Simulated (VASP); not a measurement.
A run of VASP 6.6.1 is set up as follows.

Contents of POSCAR:

```
BeTe
1.0
    0.0000000000      2.7931911400      2.7931911400
    2.7931911400      0.0000000000      2.7931911400
    2.7931911400      2.7931911400      0.0000000000
Be Te
1 1
Direct
    0.0000000000      0.0000000000      0.0000000000
    0.2500000000      0.2500000000      0.2500000000
```

The input INCAR.step1:

```
SYSTEM = BeTe
  PREC = Accurate
  ENCUT = 520
  ISMEAR = -1
  SIGMA = 0.02
  LREAL = .FALSE.
  LASPH = .TRUE.
  NELM = 60
  NBANDS = 11
  GGA = PE
  ALGO = Normal
  EDIFF = 1E-4
  LWAVE = .TRUE.
  LCHARG = .FALSE.
```

The input INCAR.step2:

```
SYSTEM = BeTe
  PREC = Accurate
  ENCUT = 520
  EDIFF = 1E-8
  ISMEAR = -1
  SIGMA = 0.02
  LREAL = .FALSE.
  LASPH = .TRUE.
  NELM = 60
  ALGO = Normal
  ISIF = 2
  LWAVE = .FALSE.
  LCHARG = .FALSE.
  METAGGA = R2SCAN
  LMIXTAU = .TRUE.
  LEFG = .TRUE.
  NBANDS = 11
  ISTART = 1
```

Contents of KPOINTS:

```
Automatic mesh
0
G
  8 8 8
  0 0 0
```

Potentials or basis: VASP PAW PBE potentials, release 64 (Be, Te).

Launch:

```console
$ cat potpaw_PBE.64/Be/POTCAR potpaw_PBE.64/Te/POTCAR > POTCAR
$ cp INCAR.step1 INCAR
$ mpirun -np 1 vasp_std > vasp.out
$ cp INCAR.step2 INCAR
$ mpirun -np 1 vasp_std > vasp.out
```

**Question.** Estimate the band gap on the k mesh.

**Answer.** 2.27 eV, indirect (least direct gap 3.99 eV).

**Question.** Estimate the pressure.

**Answer.** 2.6 GPa.

Caveat: without QUAD_EFG the Cq values of the log hold for a quadrupole moment of 1 mb, not for the nuclei; the PAW data sets were made with another functional, which shifts forces and pressure a little; spin-orbit coupling is left out, which moves the levels of the heavy elements. A k mesh can miss the band edges.
